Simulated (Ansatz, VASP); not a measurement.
**V in VASP and in Ansatz**

```
CELL_PARAMETERS angstrom
-1.51300 1.51300 1.55839
1.51300 -1.51300 1.55839
1.51300 1.51300 -1.55839
ATOMIC_POSITIONS crystal
V 0.00000 0.00000 0.00000
```

Change from the starting cell: strain +0.000 along x and y, +0.030 along z, atoms carried along.

Alike in both runs: task single point; functional PBEsol; k mesh 22 × 22 × 22; occupations gaussian, width 0.15 eV; no spin polarisation.

|  | VASP | Ansatz |
| --- | --- | --- |
| version | VASP 6.6.1 | Ansatz 0.2.0 |
| potentials or method | VASP PAW PBE potentials, release 64 (V_sv), cutoff 520 eV | scalar-relativistic, plane waves, PAW |
| valence electrons in the cell | 13 | 13 |

```csv
,VASP,Ansatz,Ansatz less VASP
gap on the k mesh at the Fermi level (eV),none,none,-
pressure (GPa),-15.6,-15.7,-0.16
"traceless stress, the component that is largest in VASP (GPa)",-2.09,-2.10,-0.010
```

VASP's potentials were made for PBE, not for PBEsol. A gap of «none» marks a metal or a gap that the smearing closes.
